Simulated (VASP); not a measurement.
# CoW3 (P4/mmm) in VASP: a series of runs

The runs below take CoW3 through single point, with PBEsol.

Program: VASP 6.6.1. These are calculated values, not measurements. Logs are shortened: lines on timing, memory, paths and dates and some standing lists are left out, and cuts for length are marked.

## Step 1: The cell of the first run

Symmetry: P4/mmm, No. 123, tetragonal system. The conventional cell has a = 3.858 Å, b = 3.858 Å, c = 3.955 Å, α = 90.00°, β = 90.00°, γ = 90.00°. Within 3.6 Å of Co (site symmetry 4/mmm) lie 12 W at 2.73 to 2.76 Å. W (site symmetry mmm) has 8 W at 2.73 to 2.76 Å and 4 Co at 2.76 Å within 3.6 Å. Within 3.6 Å of W (site symmetry 4/mmm) lie 4 Co at 2.73 Å and 8 W at 2.76 Å.

## Step 2: Single point, PBEsol (strain +0.000 along x and y, +0.025 along z)

File INCAR:

```
SYSTEM = CoW3
PREC     = Accurate       ! precision mode
ENCUT    = 520            ! plane-wave cutoff, eV
EDIFF    = 1E-6           ! SCF threshold, eV
ISMEAR   = 0              ! smearing method
SIGMA    = 0.15           ! smearing width, eV
LREAL    = .FALSE.        ! projectors in reciprocal space
LASPH    = .TRUE.         ! aspherical terms in the spheres
NELM     = 60             ! most SCF steps
ALGO     = Fast           ! electronic algorithm
ISIF     = 2              ! what is computed and relaxed
LWAVE    = .FALSE.        ! write WAVECAR
LCHARG   = .FALSE.        ! write CHGCAR
GGA      = PS             ! functional
NBANDS   = 34             ! bands
```

File KPOINTS:

```
regular mesh
0
G
  12 12 12
  0 0 0
```

File POSCAR:

```
CoW3
1.0
    3.8582449768      0.0000000000      0.0000000000
    0.0000000000      3.8582449768      0.0000000000
    0.0000000000      0.0000000000      3.9547011012
Co W
1 3
Direct
    0.0000000000      0.0000000000      0.0000000000
    0.0000000000      0.5000000000      0.5000000000
    0.5000000000      0.0000000000      0.5000000000
    0.5000000000      0.5000000000      0.0000000000
```

Potentials or basis: VASP PAW PBE potentials, release 64 (Co, W_sv).

Launch:

```sh
$ cat potpaw_PBE.64/Co/POTCAR potpaw_PBE.64/W_sv/POTCAR > POTCAR
$ mpirun -np 1 vasp_std > vasp.out
```

OUTCAR:

```text
SYSTEM = CoW3
   PREC = Accurate
   ENCUT = 520
   EDIFF = 1E-6
   ISMEAR = 0
   LREAL = .FALSE.
   LASPH = .TRUE.
   NELM = 60
   ISIF = 2
   GGA = PS

 ion  position               nearest neighbor table
   1  0.000  0.000  0.000-   4 2.73   4 2.73   4 2.73   4 2.73   3 2.76   2 2.76   3 2.76   2 2.76
                             3 2.76   2 2.76   3 2.76   2 2.76
   2  0.000  0.500  0.500-   3 2.73   3 2.73   3 2.73   3 2.73   4 2.76   1 2.76   1 2.76   1 2.76
                             4 2.76   4 2.76   4 2.76   1 2.76
   3  0.500  0.000  0.500-   2 2.73   2 2.73   2 2.73   2 2.73   4 2.76   1 2.76   4 2.76   4 2.76
                             1 2.76   4 2.76   1 2.76   1 2.76
   4  0.500  0.500  0.000-   1 2.73   1 2.73   1 2.73   1 2.73   3 2.76   2 2.76   3 2.76   3 2.76
                             3 2.76   2 2.76   2 2.76   2 2.76

  LATTYP: Found a simple tetragonal cell.
 ALAT       =     3.8582449768
 C/A-ratio  =     1.0250000000

  Lattice vectors:

 A1 = (   3.8582449768,   0.0000000000,   0.0000000000)
 A2 = (   0.0000000000,   3.8582449768,   0.0000000000)
 A3 = (   0.0000000000,   0.0000000000,   3.9547011012)

Analysis of symmetry for initial positions (statically):
=====================================================================
 Subroutine PRICEL returns:
 Original cell was already a primitive cell.

 Routine SETGRP: Setting up the symmetry group for a
 simple tetragonal supercell.

 Subroutine GETGRP returns: Found 16 space group operations
 (whereof 16 operations were pure point group operations)
 out of a pool of 16 trial point group operations.

The static configuration has the point symmetry D_4h.

Analysis of symmetry for dynamics (positions and initial velocities):
=====================================================================
 Subroutine PRICEL returns:
 Original cell was already a primitive cell.

 Routine SETGRP: Setting up the symmetry group for a
 simple tetragonal supercell.

 Subroutine GETGRP returns: Found 16 space group operations
 (whereof 16 operations were pure point group operations)
 out of a pool of 16 trial point group operations.

The dynamic configuration has the point symmetry D_4h.

 Subroutine INISYM returns: Found 16 space group operations
 (whereof 16 operations are pure point group operations),
 and found     1 'primitive' translations

----------------------------------------------------------------------------------------

                                     Primitive cell

  volume of cell :      58.8699

  direct lattice vectors                    reciprocal lattice vectors
     3.858244977  0.000000000  0.000000000     0.259185201  0.000000000  0.000000000
     0.000000000  3.858244977  0.000000000     0.000000000  0.259185201  0.000000000
     0.000000000  0.000000000  3.954701101     0.000000000  0.000000000  0.252863611

  length of vectors
     3.858244977  3.858244977  3.954701101     0.259185201  0.259185201  0.252863611

  position of ions in fractional coordinates (direct lattice)
     0.000000000  0.000000000  0.000000000
     0.000000000  0.500000000  0.500000000
     0.500000000  0.000000000  0.500000000
     0.500000000  0.500000000  0.000000000

  ion indices of the primitive-cell ions
   primitive index   ion index
                 1           1
                 2           2
                 3           3
                 4           4

----------------------------------------------------------------------------------------

 KPOINTS: regular mesh

Automatic generation of k-mesh.
 Grid dimensions read from file:
 generate k-points for:   12   12   12

 Generating k-lattice:

  Cartesian coordinates                     Fractional coordinates (reciprocal lattice)
     0.021598767  0.000000000  0.000000000     0.083333333  0.000000000  0.000000000
     0.000000000  0.021598767  0.000000000     0.000000000  0.083333333  0.000000000
     0.000000000  0.000000000  0.021071968     0.000000000  0.000000000  0.083333333

  Length of vectors
     0.021598767  0.021598767  0.021071968

[... 44 lines left out ...]
  energy-cutoff  :      520.00
  volume of cell :       58.87
 maximum number of plane-waves:      1608
 NGX is ok and might be reduce to    30
   NGX = 15   NGY = 15   NGZ = 15

 number of electron      51.0000001 magnetization

 Free energy of the ion-electron system (eV)
  ---------------------------------------------------
  ext. energy  EPLUGINS =         0.00000000
  ---------------------------------------------------
  free energy    TOTEN  =       -48.12695156 eV

  energy without entropy =      -48.07360013  energy(sigma->0) =      -48.10027585

 E-fermi :  10.4633     XC(G=0): -13.6703

 val. band max:       10.4625213531   @ k =   0.0000   0.0000   0.1667
 cond. band min:      10.4642718461   @ k =   0.1667   0.1667   0.4167
 fundamental gap:      0.0017504930
 Fermi energy:        10.4633435385

 k-point     1 :       0.0000    0.0000    0.0000
  band No.  band energies     occupation
      1     -63.1765      2.00000
      2     -63.0243      2.00000
      3     -62.9826      2.00000
      4     -27.8749      2.00000
      5     -27.8710      2.00000
      6     -27.8710      2.00000
[... 26 lines left out ...]
     33      16.2425      0.00000
     34      17.0142      0.00000

 k-point     2 :       0.0833    0.0000    0.0000
  band No.  band energies     occupation
      1     -63.1741      2.00000
      2     -63.0246      2.00000
      3     -62.9848      2.00000
      4     -27.8648      2.00000
      5     -27.8601      2.00000
      6     -27.8555      2.00000
[... 26 lines left out ...]
     33      16.0604      0.00000
     34      17.0272      0.00000

 k-point     3 :       0.1667    0.0000    0.0000
  band No.  band energies     occupation
      1     -63.1670      2.00000
      2     -63.0258      2.00000
      3     -62.9906      2.00000
      4     -27.8357      2.00000
      5     -27.8290      2.00000
      6     -27.8097      2.00000
[... 26 lines left out ...]
     33      15.5534      0.00000
     34      17.2064      0.00000
[... 704 lines left out ...]
 k-point    23 :       0.3333    0.3333    0.0000
  band No.  band energies     occupation
      1     -63.1178      2.00000
      2     -63.0354      2.00000
      3     -63.0293      2.00000
      4     -27.8377      2.00000
      5     -27.6082      2.00000
      6     -27.5847      2.00000
[... 26 lines left out ...]
     33      14.4157      0.00000
     34      14.7413      0.00000

 k-point    24 :       0.4167    0.3333    0.0000
  band No.  band energies     occupation
      1     -63.1086      2.00000
      2     -63.0412      2.00000
      3     -63.0324      2.00000
      4     -27.8184      2.00000
      5     -27.6922      2.00000
      6     -27.5253      2.00000
[... 26 lines left out ...]
     33      14.0798      0.00000
     34      14.6645      0.00000

 [... further k-points ...]

------------------------ aborting loop because EDIFF is reached ----------------------------------------

  FORCE on cell =-STRESS in cart. coord.  units (eV):
  Direction    XX          YY          ZZ          XY          YZ          ZX
  --------------------------------------------------------------------------------------
  -------------------------------------------------------------------------------------
  Total       -2.2318316     -2.2318316     -2.5867101      0.0000000      0.0000000      0.0000000
  in kB      -60.7405516    -60.7405516    -70.3987721      0.0000000      0.0000000      0.0000000
  external PRESSURE =     -63.9599584 kB  Pullay stress =       0.0000000 kB

 VOLUME and BASIS-vectors are now :
 -----------------------------------------------------------------------------
  energy-cutoff  :      520.00
  volume of cell :       58.87
      direct lattice vectors                 reciprocal lattice vectors
     3.858244977  0.000000000  0.000000000     0.259185201  0.000000000  0.000000000
     0.000000000  3.858244977  0.000000000     0.000000000  0.259185201  0.000000000
     0.000000000  0.000000000  3.954701101     0.000000000  0.000000000  0.252863611

 POSITION                                       TOTAL-FORCE (eV/Angst)
 -----------------------------------------------------------------------------------
      0.00000      0.00000      0.00000         0.000000      0.000000      0.000000
      0.00000      1.92912      1.97735         0.000000      0.000000      0.000000
      1.92912      0.00000      1.97735         0.000000      0.000000      0.000000
      1.92912      1.92912      0.00000         0.000000      0.000000      0.000000
 -----------------------------------------------------------------------------------
    total drift:                                0.000000      0.000000     -0.000000

  FREE ENERGIE OF THE ION-ELECTRON SYSTEM (eV)
  ---------------------------------------------------
  free  energy   TOTEN  =       -48.1269515603 eV

  energy  without entropy=      -48.0736001330  energy(sigma->0) =      -48.10027585
```

Wall time 3.9 min (1 thread of Intel Xeon 6975P-C (Granite Rapids), shared host); peak memory 0.41 GiB.

Results:

```yaml
Free_energy: -48.1270 eV
Pressure: -6.4 GPa
Band_gap_on_the_k_mesh: zero (an odd number of electrons rules out a gap without spin polarisation)
```

Caveat: the cell differs from its parent crystal (strain +0.000 along x and y, +0.025 along z); the cell stands under tension; the PAW data sets were made with another functional, which shifts forces and pressure a little; spin-orbit coupling is left out, which moves the levels of the heavy elements; the run has no spin polarisation, though such a crystal can be magnetic.

## Step 3: Single point, PBEsol (strain +0.025 along x and y, -0.025 along z)

File INCAR:

```
PREC = Accurate
ENCUT = 520
EDIFF = 1E-6
ISMEAR = 0
SIGMA = 0.15
LREAL = False
LASPH = True
NELM = 80
ALGO = Fast
ISIF = 2
LWAVE = False
LCHARG = False
GGA = PS
NBANDS = 34
```

File KPOINTS:

```
Automatic mesh
0
Gamma
  12 12 12
```

File POSCAR:

```
CoW3
1.0
    3.9547011012      0.0000000000      0.0000000000
    0.0000000000      3.9547011012      0.0000000000
    0.0000000000      0.0000000000      3.7617888524
Co W
1 3
Direct
    0.0000000000      0.0000000000      0.0000000000
    0.0000000000      0.5000000000      0.5000000000
    0.5000000000      0.0000000000      0.5000000000
    0.5000000000      0.5000000000      0.0000000000
```

Potentials or basis: VASP PAW PBE potentials, release 64 (Co, W_sv).

Launch:

```sh
$ cat potpaw_PBE.64/Co/POTCAR potpaw_PBE.64/W_sv/POTCAR > POTCAR
$ mpirun -np 1 vasp_std > vasp.out
```

Wall time 3.9 min (1 thread of Intel Xeon 6975P-C (Granite Rapids), shared host); peak memory 0.41 GiB.

It converged, with:

| Property | Result |
| --- | --- |
| Free energy | -48.1247 eV |
| Pressure | -6.1 GPa |
| Band gap on the k mesh | zero (an odd number of electrons rules out a gap without spin polarisation) |

Stress tensor (GPa, compression positive):
```
-6.33  0.00  0.00
 0.00 -6.33  0.00
 0.00  0.00 -5.59
```

Levels at points of the mesh, in eV from the Fermi level:
| k point | band 23 | band 24 | band 25 | band 26 | band 27 | band 28 |
| --- | --- | --- | --- | --- | --- | --- |
| (0.00, 0.00, 0.00) | 0.22 | 0.52 | 2.73 | 2.73 | 2.84 | 2.93 |
| (0.50, 0.00, 0.00) | -1.11 | -0.19 | 0.29 | 0.30 | 0.48 | 1.00 |
| (0.50, 0.50, 0.00) | -1.84 | -1.82 | -0.98 | 0.52 | 0.52 | 0.84 |
| (0.00, 0.00, 0.50) | -0.89 | 0.10 | 0.10 | 0.53 | 0.85 | 1.00 |
| (0.50, 0.00, 0.50) | -2.00 | -1.79 | -0.92 | 0.57 | 0.59 | 1.10 |
| (0.50, 0.50, 0.50) | -0.52 | -0.52 | 0.45 | 0.50 | 0.50 | 1.16 |

Caveat: the cell differs from its parent crystal (strain +0.025 along x and y, -0.025 along z); the cell stands under tension; the PAW data sets were made with another functional, which shifts forces and pressure a little; spin-orbit coupling is left out, which moves the levels of the heavy elements; the run has no spin polarisation, though such a crystal can be magnetic.

## Step 4: Single point, PBEsol (strain -0.025 along x and y, -0.050 along z)

File INCAR:

```
SYSTEM = CoW3
ALGO = Fast
EDIFF = 1E-6
ENCUT = 520
GGA = PS
ISIF = 2
ISMEAR = 0
LASPH = .TRUE.
LCHARG = .FALSE.
LREAL = .FALSE.
LWAVE = .FALSE.
NBANDS = 34
NELM = 60
PREC = Accurate
SIGMA = 0.15
```

File KPOINTS:

```
k-points
0
G
  12 12 12
  0 0 0
```

File POSCAR:

```
CoW3
1.0
    3.7617888524      0.0000000000      0.0000000000
    0.0000000000      3.7617888524      0.0000000000
    0.0000000000      0.0000000000      3.6653327280
Co W
1 3
Direct
    0.0000000000      0.0000000000      0.0000000000
    0.0000000000      0.5000000000      0.5000000000
    0.5000000000      0.0000000000      0.5000000000
    0.5000000000      0.5000000000      0.0000000000
```

Launch:

```sh
$ cat potpaw_PBE.64/Co/POTCAR potpaw_PBE.64/W_sv/POTCAR > POTCAR
$ mpirun -np 1 vasp_std > vasp.out
```

Wall time 5.8 min (1 thread of Intel Xeon 6975P-C (Granite Rapids), shared host); peak memory 0.37 GiB.

The run converged. Its results:

```
Free energy            : -47.5194 eV
Pressure               : 38.8 GPa
Band gap on the k mesh : zero (an odd number of electrons rules out a gap without spin polarisation)
```

Stress tensor (GPa, compression positive):
```
38.38  0.00  0.00
 0.00 38.38  0.00
 0.00  0.00 39.58
```

Levels at points of the mesh, in eV from the Fermi level:
| k point | band 21 | band 22 | band 23 | band 24 | band 25 | band 26 | band 27 | band 28 | band 29 | band 30 |
| --- | --- | --- | --- | --- | --- | --- | --- | --- | --- | --- |
| (0.00, 0.00, 0.00) | -1.40 | -1.14 | 0.38 | 0.58 | 3.38 | 3.45 | 3.45 | 3.51 | 3.51 | 4.07 |
| (0.50, 0.00, 0.00) | -2.28 | -2.14 | -1.26 | -0.10 | 0.34 | 0.36 | 0.60 | 1.19 | 2.06 | 2.11 |
| (0.50, 0.50, 0.00) | -2.21 | -2.21 | -2.21 | -2.17 | -1.16 | 0.62 | 0.62 | 0.96 | 0.96 | 1.11 |
| (0.00, 0.00, 0.50) | -2.20 | -2.20 | -1.13 | 0.23 | 0.23 | 0.35 | 0.91 | 1.08 | 1.93 | 1.93 |
| (0.50, 0.00, 0.50) | -2.44 | -2.35 | -2.34 | -2.13 | -1.13 | 0.66 | 0.67 | 1.10 | 1.13 | 1.27 |
| (0.50, 0.50, 0.50) | -1.41 | -1.32 | -0.88 | -0.88 | 0.75 | 0.79 | 0.79 | 1.82 | 2.76 | 2.98 |

Caveat: the cell differs from its parent crystal (strain -0.025 along x and y, -0.050 along z); the cell stands under pressure; the PAW data sets were made with another functional, which shifts forces and pressure a little; spin-orbit coupling is left out, which moves the levels of the heavy elements; the run has no spin polarisation, though such a crystal can be magnetic.

## Step 5: Single point, PBEsol (strain +0.000 along x and y, -0.050 along z)

File INCAR:

```
SYSTEM = CoW3
PREC = Accurate ; ENCUT = 520
EDIFF = 1E-7 ; ISMEAR = 0
SIGMA = 0.15 ; LREAL = .False.
LASPH = .True. ; NELM = 60
ALGO = Fast ; ISIF = 2
LWAVE = .False. ; LCHARG = .False.
GGA = PS ; NBANDS = 34
```

File KPOINTS:

```
regular mesh
0
Gamma
  12 12 12
  0 0 0
```

Changes to POSCAR since step 4:

```diff
@@ -2,4 +2,4 @@
 1.0
-    3.7617888524      0.0000000000      0.0000000000
-    0.0000000000      3.7617888524      0.0000000000
+    3.8582449768      0.0000000000      0.0000000000
+    0.0000000000      3.8582449768      0.0000000000
     0.0000000000      0.0000000000      3.6653327280
```

Launch:

```sh
$ cat potpaw_PBE.64/Co/POTCAR potpaw_PBE.64/W_sv/POTCAR > POTCAR
$ mpirun -np 1 vasp_std > vasp.out
```

It took 7.7 min on 1 thread of Intel Xeon 6975P-C (Granite Rapids), shared host; peak memory 0.39 GiB.

The run converged. Its results:

| Item | Value |
| --- | --- |
| Free energy | -47.9851 eV |
| Pressure | 18.0 GPa |
| Band gap on the k mesh | zero (an odd number of electrons rules out a gap without spin polarisation) |

Stress tensor (GPa, compression positive):
```
17.59  0.00  0.00
 0.00 17.59  0.00
 0.00  0.00 18.87
```

Levels at points of the mesh, in eV from the Fermi level:
| k point | band 21 | band 22 | band 23 | band 24 | band 25 | band 26 | band 27 | band 28 | band 29 | band 30 |
| --- | --- | --- | --- | --- | --- | --- | --- | --- | --- | --- |
| (0.00, 0.00, 0.00) | -1.37 | -0.90 | 0.24 | 0.59 | 3.05 | 3.05 | 3.12 | 3.24 | 3.24 | 4.14 |
| (0.50, 0.00, 0.00) | -2.24 | -1.98 | -1.23 | -0.23 | 0.33 | 0.35 | 0.48 | 1.11 | 1.88 | 2.02 |
| (0.50, 0.50, 0.00) | -2.05 | -2.01 | -2.01 | -1.98 | -1.10 | 0.55 | 0.55 | 0.85 | 0.85 | 0.97 |
| (0.00, 0.00, 0.50) | -2.10 | -2.10 | -0.99 | 0.12 | 0.12 | 0.59 | 0.93 | 1.07 | 1.68 | 1.68 |
| (0.50, 0.00, 0.50) | -2.27 | -2.26 | -2.24 | -1.99 | -1.03 | 0.63 | 0.63 | 1.14 | 1.19 | 1.28 |
| (0.50, 0.50, 0.50) | -1.38 | -1.14 | -0.61 | -0.61 | 0.59 | 0.65 | 0.65 | 1.52 | 2.47 | 2.86 |

Caveat: the cell differs from its parent crystal (strain +0.000 along x and y, -0.050 along z); the cell stands under pressure; the PAW data sets were made with another functional, which shifts forces and pressure a little; spin-orbit coupling is left out, which moves the levels of the heavy elements; the run has no spin polarisation, though such a crystal can be magnetic. Spin polarisation is off, so any magnetic state and its effect on volume and gap are missing.

## Step 6: Overview

| cell | further INCAR settings | gap on the mesh (eV) | pressure (GPa) |
| --- | --- | --- | --- |
| a = 3.858, b = 3.858, c = 3.955 Å, 4 atoms | ALGO = Fast; EDIFF = 1e-06; NBANDS = 34 | none | -6.4 |
| a = 3.955, b = 3.955, c = 3.762 Å, 4 atoms | ALGO = Fast; EDIFF = 1e-06; NBANDS = 34 | none | -6.1 |
| a = 3.762, b = 3.762, c = 3.665 Å, 4 atoms | ALGO = Fast; EDIFF = 1e-06; NBANDS = 34 | none | 38.8 |
| a = 3.858, b = 3.858, c = 3.665 Å, 4 atoms | ALGO = Fast; EDIFF = 1e-07; NBANDS = 34 | none | 18.0 |

Alike in all rows: task single point; level PBEsol; potentials or basis VASP PAW PBE potentials, release 64 (Co, W_sv); no spin polarisation; k mesh 12 × 12 × 12; cutoff (eV) 520; smearing gaussian 0.15 eV.

Caveats: the PAW data sets were made with another functional, which shifts forces and pressure a little; spin-orbit coupling is left out, which moves the levels of the heavy elements; the run has no spin polarisation, though such a crystal can be magnetic; the cell stands under tension (at least some runs); the cell stands under pressure (at least some runs).

Total energies depend on the potentials used, so only differences within one code and one set of settings carry meaning.
